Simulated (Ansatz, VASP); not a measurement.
## One calculation of HgTe, two programs

The input POSCAR:

```
HgTe
1.0
    0.0840379840      3.2891578872      3.2891578872
    3.2891578872      0.0840379840      3.2891578872
    3.3731958712      3.3731958712      0.0000000000
Hg Te
1 1
Direct
    0.0053906256      0.0053906256     -0.0053906256
    0.2446093744      0.2446093744      0.2553906256
```

Contents of INCAR.step1:

```
SYSTEM = HgTe
ALGO = Normal
EDIFF = 1E-5
ENCUT = 520
GGA = PE
ISIF = 2
ISMEAR = -1
LASPH = .True.
LCHARG = .False.
LREAL = .False.
LWAVE = .True.
NBANDS = 16
NELM = 100
PREC = Accurate
SIGMA = 0.02
```

File INCAR.step2:

```
SYSTEM = HgTe
ALGO = Normal
EDIFF = 1E-6
ENCUT = 520
GGA = PE
HFSCREEN = 0.2079
ISIF = 2
ISMEAR = -1
ISTART = 1
LASPH = .True.
LCHARG = .False.
LHFCALC = .True.
LREAL = .False.
LWAVE = .False.
NBANDS = 16
NELM = 100
PREC = Accurate
PRECFOCK = Normal
SIGMA = 0.02
```

File KPOINTS:

```
k-points
0
Gamma
  4 4 4
  0 0 0
```

Input for Ansatz:

```yaml
crystal:
  lattice:
    - [0.084037984, 3.2891578872, 3.2891578872]
    - [3.2891578872, 0.084037984, 3.2891578872]
    - [3.3731958712, 3.3731958712, 0.0]
  atoms:
    - { symbol: Hg, position: [0.0053906256, 0.0053906256, -0.0053906256] }
    - { symbol: Te, position: [0.2446093744, 0.2446093744, 0.2553906256] }
kpoints:
  mp_grid: { grid: [4, 4, 4] }
  band_path:
    path:
      - [0.0, 0.0, 0.0]
      - [-0.5, -0.5, 0.0]
      - [-0.375, -0.375, 0.25]
      - [-0.375, 0.0, 0.375]
      - [0.0, 0.0, 0.5]
      - [-0.5, -0.25, 0.25]
    npoints: 1
hamiltonian:
  xc: hse06
scf:
  occupations: { method: fermi_dirac, width: 0.02 }
  n_extra_bands: 4
output:
  forces: true
  stress: true
  eigenvalues: true
```

Change from the starting cell: shear_xy strain +5.1%.

Alike in both runs: task single point; functional HSE06; k mesh 4 × 4 × 4; occupations fermi-dirac, width 0.02 eV; no spin polarisation.

|  | VASP | Ansatz |
| --- | --- | --- |
| version | VASP 6.6.1 | Ansatz 0.2.0 |
| potentials or method | VASP PAW PBE potentials, release 64 (Hg, Te) | plane waves, PAW |
| plane-wave cutoff (eV) | 520 | 420 |
| valence electrons in the cell | 18 | 36 |

```tsv
	VASP	Ansatz	Ansatz less VASP
pressure (GPa)	0.1	0.1	+0.07
traceless stress, the component that is largest in VASP (GPa)	-0.95	-0.94	+0.005
rms of the force components (eV/Å)	0.003	0.003	+0.0001
```

Atom by atom the forces differ by 0.000 eV/Å (rms over components). With one functional, cell and mesh, what is left measures potentials, basis and numerics. VASP's potentials hold 18 valence electrons a cell and Ansatz's 36, so a difference there can come from the potentials and not from the codes. Ansatz's warnings: stress exchange threshold loose, stress scf threshold loose.

The k mesh is coarse, so the values compare programs but aren't converged. Neither program's run includes spin-orbit coupling.
